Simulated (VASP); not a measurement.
# Ag (Fd-3m) in VASP: a series of runs

Ag is run at these levels: PBEsol; tasks: single point.

Program: VASP 6.6.1. These are calculated values, not measurements. Logs are shortened: lines on timing, memory, paths and dates and some standing lists are left out, and cuts for length are marked.

### 1 The cell of the first run

Symmetry: Fd-3m, No. 227, cubic system. The conventional cell has a = 5.605 Å, b = 5.605 Å, c = 5.605 Å, α = 90.00°, β = 90.00°, γ = 90.00°. Ag (site symmetry -43m) has 4 Ag at 2.43 Å within 3.2 Å.

This isn't the form of Ag at room conditions, which is fcc.

### 2 Single point, PBEsol (22.01 Å³/atom)

Contents of POSCAR:

```
Ag
1.0
    0.0000000000      2.8025790051      2.8025790051
    2.8025790051      0.0000000000      2.8025790051
    2.8025790051      2.8025790051      0.0000000000
Ag
2
Direct
   -0.1250000000     -0.1250000000     -0.1250000000
    0.1250000000      0.1250000000      0.1250000000
```

Contents of INCAR.step1:

```
SYSTEM = Ag
PREC     = Accurate       ! precision mode
ENCUT    = 520            ! plane-wave cutoff, eV
EDIFF    = 1E-6           ! SCF threshold, eV
ISMEAR   = -1             ! smearing method
SIGMA    = 0.08           ! smearing width, eV
LREAL    = .False.        ! projectors in reciprocal space
LASPH    = .True.         ! aspherical terms in the spheres
NELM     = 100            ! most SCF steps
ALGO     = Normal         ! electronic algorithm
ISIF     = 2              ! what is computed and relaxed
LWAVE    = .False.        ! write WAVECAR
LCHARG   = .True.         ! write CHGCAR
LMAXMIX  = 4              ! l up to which the mixer works
GGA      = PS             ! functional
NBANDS   = 18             ! bands
```

Contents of KPOINTS.step1:

```
Automatic mesh
0
Gamma
  13 13 13
  0 0 0
```

Contents of INCAR.step2:

```
SYSTEM = Ag
PREC     = Accurate       ! precision mode
ENCUT    = 520            ! plane-wave cutoff, eV
EDIFF    = 1E-6           ! SCF threshold, eV
ISMEAR   = -5             ! smearing method
SIGMA    = 0.08           ! smearing width, eV
LREAL    = .False.        ! projectors in reciprocal space
LASPH    = .True.         ! aspherical terms in the spheres
NELM     = 100            ! most SCF steps
ALGO     = Normal         ! electronic algorithm
ISIF     = 2              ! what is computed and relaxed
LWAVE    = .False.        ! write WAVECAR
LCHARG   = .False.        ! write CHGCAR
LMAXMIX  = 4              ! l up to which the mixer works
GGA      = PS             ! functional
LORBIT   = 11             ! projections on sites
NEDOS    = 1001           ! points of the DOS
ICHARG   = 11             ! starting density
```

Contents of KPOINTS.step2:

```
Automatic mesh
0
Gamma
  20 20 20
  0 0 0
```

Potentials or basis: VASP PAW PBE potentials, release 64 (Ag).

Started as:

```bash
$ cat potpaw_PBE.64/Ag/POTCAR > POTCAR
$ cp INCAR.step1 INCAR
$ cp KPOINTS.step1 KPOINTS
$ mpirun -np 1 vasp_std > vasp.out
$ cp INCAR.step2 INCAR
$ cp KPOINTS.step2 KPOINTS
$ mpirun -np 1 vasp_std > vasp.out
```

OUTCAR:

```text
SYSTEM = Ag
   PREC = Accurate
   ENCUT = 520
   EDIFF = 1E-6
   ISMEAR = -5
   LREAL = .False.
   LASPH = .True.
   NELM = 100
   ISIF = 2
   GGA = PS
   LORBIT = 11
   ICHARG = 11

 ion  position               nearest neighbor table
   1  0.875  0.875  0.875-   2 2.43   2 2.43   2 2.43   2 2.43
   2  0.125  0.125  0.125-   1 2.43   1 2.43   1 2.43   1 2.43

  LATTYP: Found a face centered cubic cell.
 ALAT       =     5.6051580102

  Lattice vectors:

 A1 = (   0.0000000000,   2.8025790051,   2.8025790051)
 A2 = (   2.8025790051,   0.0000000000,   2.8025790051)
 A3 = (   2.8025790051,   2.8025790051,   0.0000000000)

Analysis of symmetry for initial positions (statically):
=====================================================================
 Subroutine PRICEL returns:
 Original cell was already a primitive cell.

 Routine SETGRP: Setting up the symmetry group for a
 face centered cubic supercell.

 Subroutine GETGRP returns: Found 48 space group operations
 (whereof 12 operations were pure point group operations)
 out of a pool of 48 trial point group operations.

The static configuration has the point symmetry D_3d.
 The point group associated with its full space group is O_h .

Analysis of symmetry for dynamics (positions and initial velocities):
=====================================================================
 Subroutine PRICEL returns:
 Original cell was already a primitive cell.

 Routine SETGRP: Setting up the symmetry group for a
 face centered cubic supercell.

 Subroutine GETGRP returns: Found 48 space group operations
 (whereof 12 operations were pure point group operations)
 out of a pool of 48 trial point group operations.

The dynamic configuration has the point symmetry D_3d.
 The point group associated with its full space group is O_h .

 Subroutine INISYM returns: Found 48 space group operations
 (whereof 12 operations are pure point group operations),
 and found     1 'primitive' translations

----------------------------------------------------------------------------------------

                                     Primitive cell

  volume of cell :      44.0254

  direct lattice vectors                    reciprocal lattice vectors
     0.000000000  2.802579005  2.802579005    -0.178407103  0.178407103  0.178407103
     2.802579005  0.000000000  2.802579005     0.178407103 -0.178407103  0.178407103
     2.802579005  2.802579005  0.000000000     0.178407103  0.178407103 -0.178407103

  length of vectors
     3.963445239  3.963445239  3.963445239     0.309010166  0.309010166  0.309010166
[... 102 lines left out ...]
     AMIX     =   0.40;   BMIX     =  1.00
     AMIX_MAG =   1.60;   BMIX_MAG =  1.00
  volume/ion in A,a.u.               =      22.01       148.55
  Fermi-wavevector in a.u.,A,eV,Ry     =   1.299116  2.454973 22.962578  1.687702
  Thomas-Fermi vector in A             =   2.430400
   LORBIT       =     11    0 simple, 1 ext, 2 COOP (PROOUT), +10 PAW based schemes
   GGA     = PS    functional components
   LHFCALC =     F    Hartree Fock is set to
   AEXX    =    0.0000 exact exchange contribution
   IVDW    =     0    specifies the selected vdW correction
   LEPSILON=     F    determine dielectric tensor
   LRPA    =     F    only Hartree local field effects (RPA)
 non-spin polarized calculation
 Fermi weights with tetrahedron method with Bloechl corrections
  energy-cutoff  :      520.00
  volume of cell :       44.03
 maximum number of plane-waves:      1243
 NGX is ok and might be reduce to    30

 number of electron      22.0000009 magnetization

 Free energy of the ion-electron system (eV)
  ---------------------------------------------------
  ext. energy  EPLUGINS =         0.00000000
  ---------------------------------------------------
  free energy    TOTEN  =        -4.19054246 eV

  energy without entropy =       -4.19054246  energy(sigma->0) =       -4.19054246

 E-fermi :   5.2577     XC(G=0): -10.6542

 val. band max:        5.2593823991   @ k =  -0.3000   0.4000   0.1500
 cond. band min:       5.1613888029   @ k =  -0.3500   0.3000   0.1500
 fundamental gap:     -0.0979935963
 Fermi energy:         5.2576762214

 k-point     1 :       0.0000    0.0000    0.0000
  band No.  band energies     occupation
      1      -0.9789      2.00000
      2      -0.4044      2.00000
      3      -0.4044      2.00000
      4      -0.3216      2.00000
      5      -0.3216      2.00000
      6      -0.3216      2.00000
      7       1.6355      2.00000
      8       1.6355      2.00000
      9       1.6355      2.00000
     10       2.6915      2.00000
     11       2.6915      2.00000
     12      15.9887      0.00000
     13      15.9887      0.00000
     14      15.9888      0.00000
[... 401 lines left out ...]
      2      -0.5099      2.00000
      3      -0.3454      2.00000
      4      -0.0842      2.00000
      5       0.0640      2.00000
      6       0.2616      2.00000
      7       1.6548      2.00000
      8       1.8273      2.00000
      9       2.3583      2.00000
     10       2.5572      2.00000
     11       2.7009      2.00000
     12       6.8944      0.00000
     13      12.4308      0.00000
     14      13.2356      0.00000
     15      15.1510      0.00000

 [... further k-points ...]

------------------------ aborting loop because EDIFF is reached ----------------------------------------

  FORCE on cell =-STRESS in cart. coord.  units (eV):
  Direction    XX          YY          ZZ          XY          YZ          ZX
  --------------------------------------------------------------------------------------
  -------------------------------------------------------------------------------------
  Total        4.7228040      4.7228040      4.7228040      0.0000000      0.0000000      0.0000000
  in kB      171.8727069    171.8727069    171.8727069      0.0000000      0.0000000      0.0000000
  external PRESSURE =     171.8727069 kB  Pullay stress =       0.0000000 kB

 VOLUME and BASIS-vectors are now :
 -----------------------------------------------------------------------------
  energy-cutoff  :      520.00
  volume of cell :       44.03
      direct lattice vectors                 reciprocal lattice vectors
     0.000000000  2.802579005  2.802579005    -0.178407103  0.178407103  0.178407103
     2.802579005  0.000000000  2.802579005     0.178407103 -0.178407103  0.178407103
     2.802579005  2.802579005  0.000000000     0.178407103  0.178407103 -0.178407103

 POSITION                                       TOTAL-FORCE (eV/Angst)
 -----------------------------------------------------------------------------------
      4.90451      4.90451      4.90451         0.000000     -0.000000     -0.000000
      0.70064      0.70064      0.70064        -0.000000      0.000000      0.000000
 -----------------------------------------------------------------------------------
    total drift:                               -0.000000      0.000000      0.000000

  FREE ENERGIE OF THE ION-ELECTRON SYSTEM (eV)
  ---------------------------------------------------
  free  energy   TOTEN  =        -4.1905424584 eV

  energy  without entropy=       -4.1905424584  energy(sigma->0) =       -4.19054246

 total charge

# of ion       s       p       d       tot
------------------------------------------
    1        0.529   0.289   9.232  10.050
    2        0.529   0.289   9.232  10.050
--------------------------------------------------
tot          1.058   0.578  18.464  20.101
```

OSZICAR.step1:

```text
N       E                     dE             d eps       ncg     rms          rms(c)
DAV:   1     0.120682582709E+03    0.12068E+03   -0.11307E+04  3024   0.117E+03
DAV:   2    -0.268217462817E+01   -0.12336E+03   -0.11746E+03  3142   0.253E+02
DAV:   3    -0.464800825683E+01   -0.19658E+01   -0.19603E+01  3544   0.365E+01
DAV:   4    -0.465629506024E+01   -0.82868E-02   -0.82862E-02  3396   0.227E+00
DAV:   5    -0.465639700103E+01   -0.10194E-03   -0.10194E-03  3510   0.264E-01    0.967E+00
DAV:   6    -0.422473817059E+01    0.43166E+00   -0.13266E+00  3450   0.109E+01    0.634E+00
DAV:   7    -0.420410298832E+01    0.20635E-01   -0.13571E-02  3288   0.990E-01    0.325E+00
DAV:   8    -0.419632523366E+01    0.77778E-02   -0.10421E-03  3328   0.253E-01    0.298E-02
DAV:   9    -0.419634609044E+01   -0.20857E-04   -0.21427E-05  3520   0.325E-02    0.131E-02
DAV:  10    -0.419635284878E+01   -0.67583E-05   -0.44759E-06  3474   0.178E-02    0.160E-03
DAV:  11    -0.419635288903E+01   -0.40252E-07   -0.48819E-08  1738   0.160E-03
   1 F= -.41963529E+01 E0= -.41897355E+01  d E =-.132348E-01
```

It took 74 s on 1 thread of Intel Xeon Platinum 8559C (Emerald Rapids), shared host; peak memory 0.27 GiB.

What came out:

- Valence electrons inside the program's atomic spheres: Ag 10.05

Levels at points of the mesh, in eV from the Fermi level:
```
           k point  band 7  band 8  band 9  band 10  band 11  band 12  band 13  band 14  band 15
(0.00, 0.00, 0.00)   -3.62   -3.62   -3.62    -2.57    -2.57    10.73    10.73    10.73    11.17
(0.50, 0.00, 0.00)   -3.37   -3.37   -2.70    -2.70    -1.44    -0.60     7.48     7.48     9.82
(0.50, 0.50, 0.00)   -4.05   -4.05   -2.52    -2.52     0.29     0.29     3.69     3.69     8.38
```

Caveat: the PAW data sets were made with another functional, which shifts forces and pressure a little; tetrahedron occupations give inexact forces and stress in metals.

### 3 Single point, PBEsol

This run uses another cell than the first one, of 27.52 Å³/atom.

Contents of POSCAR:

```
Ag
1.0
    0.0000000000      3.0189867150      3.0189867150
    3.0189867150      0.0000000000      3.0189867150
    3.0189867150      3.0189867150      0.0000000000
Ag
2
Direct
   -0.1250000000     -0.1250000000     -0.1250000000
    0.1250000000      0.1250000000      0.1250000000
```

Contents of INCAR.step1:

```
SYSTEM = Ag
PREC     = Accurate       ! precision mode
ENCUT    = 520            ! plane-wave cutoff, eV
EDIFF    = 1E-6           ! SCF threshold, eV
ISMEAR   = -1             ! smearing method
SIGMA    = 0.08           ! smearing width, eV
LREAL    = .FALSE.        ! projectors in reciprocal space
LASPH    = .TRUE.         ! aspherical terms in the spheres
NELM     = 100            ! most SCF steps
ALGO     = Normal         ! electronic algorithm
ISIF     = 2              ! what is computed and relaxed
LWAVE    = .FALSE.        ! write WAVECAR
LCHARG   = .TRUE.         ! write CHGCAR
LMAXMIX  = 4              ! l up to which the mixer works
GGA      = PS             ! functional
NBANDS   = 18             ! bands
```

Contents of KPOINTS.step1:

```
regular mesh
0
G
  13 13 13
  0 0 0
```

Contents of INCAR.step2:

```
SYSTEM = Ag
PREC     = Accurate       ! precision mode
ENCUT    = 520            ! plane-wave cutoff, eV
EDIFF    = 1E-6           ! SCF threshold, eV
ISMEAR   = -5             ! smearing method
SIGMA    = 0.08           ! smearing width, eV
LREAL    = .FALSE.        ! projectors in reciprocal space
LASPH    = .TRUE.         ! aspherical terms in the spheres
NELM     = 100            ! most SCF steps
ALGO     = Normal         ! electronic algorithm
ISIF     = 2              ! what is computed and relaxed
LWAVE    = .FALSE.        ! write WAVECAR
LCHARG   = .FALSE.        ! write CHGCAR
LMAXMIX  = 4              ! l up to which the mixer works
GGA      = PS             ! functional
LORBIT   = 11             ! projections on sites
NBANDS   = 18             ! bands
NEDOS    = 2001           ! points of the DOS
ICHARG   = 11             ! starting density
```

Contents of KPOINTS.step2:

```
regular mesh
0
G
  20 20 20
  0 0 0
```

Potentials or basis: VASP PAW PBE potentials, release 64 (Ag).

Started as:

```bash
$ cat potpaw_PBE.64/Ag/POTCAR > POTCAR
$ cp INCAR.step1 INCAR
$ cp KPOINTS.step1 KPOINTS
$ mpirun -np 1 vasp_std > vasp.out
$ cp INCAR.step2 INCAR
$ cp KPOINTS.step2 KPOINTS
$ mpirun -np 1 vasp_std > vasp.out
```

Run time: 66 s. Hardware: 1 thread of Intel Xeon Platinum 8559C (Emerald Rapids), shared host; peak memory 0.32 GiB.

Results (log left out):

```
Valence electrons inside the program's atomic spheres : Ag 9.85
```

Levels at points of the mesh, in eV from the Fermi level:
```tsv
k point	band 8	band 9	band 10	band 11	band 12	band 13	band 14	band 15
(0.00, 0.00, 0.00)	-3.24	-3.24	-2.56	-2.56	9.05	9.05	9.05	9.72
(0.50, 0.00, 0.00)	-3.09	-2.63	-2.63	-0.81	-0.77	6.47	6.47	9.38
(0.50, 0.50, 0.00)	-3.55	-2.51	-2.51	0.17	0.17	3.56	3.56	7.32
```

Caveat: the PAW data sets were made with another functional, which shifts forces and pressure a little; tetrahedron occupations give inexact forces and stress in metals.
